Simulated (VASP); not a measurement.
Ca, 13 atoms in the cell. The cell holds a slab with vacuum, 13 atoms: a = 7.891 Å, b = 7.891 Å, c = 18.443 Å, α = 90.00°, β = 90.00°, γ = 60.00°. 

* Program: VASP 6.6.1
* Task: single point
* Functional: PBEsol
* Potentials or basis: VASP PAW PBE potentials, release 64 (Ca_sv)
* Cutoff: 520 eV
* k mesh: 2 × 2 × 1
* Occupations: fermi-dirac, width 0.05 eV
* Spin: no spin polarisation
* Dipole correction: no
* Further INCAR settings: ALGO = Normal; EDIFF = 1e-07; NBANDS = 77

Potentials or basis: VASP PAW PBE potentials, release 64 (Ca_sv).

The run is started by

```bash
$ cat potpaw_PBE.64/Ca_sv/POTCAR > POTCAR
$ mpirun -np 1 vasp_std > vasp.out
```

Hardware: 1 thread of Intel(R) Xeon(R) Platinum 8259CL CPU @ 2.50GHz (Skylake/Cascade Lake) (shared host).

Task: Estimate the wall time of this run.

Result: It took 25 min on 1 thread of Intel(R) Xeon(R) Platinum 8259CL CPU @ 2.50GHz (Skylake/Cascade Lake), with other jobs on the host, peak memory 1 GiB. Counts: scf iterations 24, k points 4.
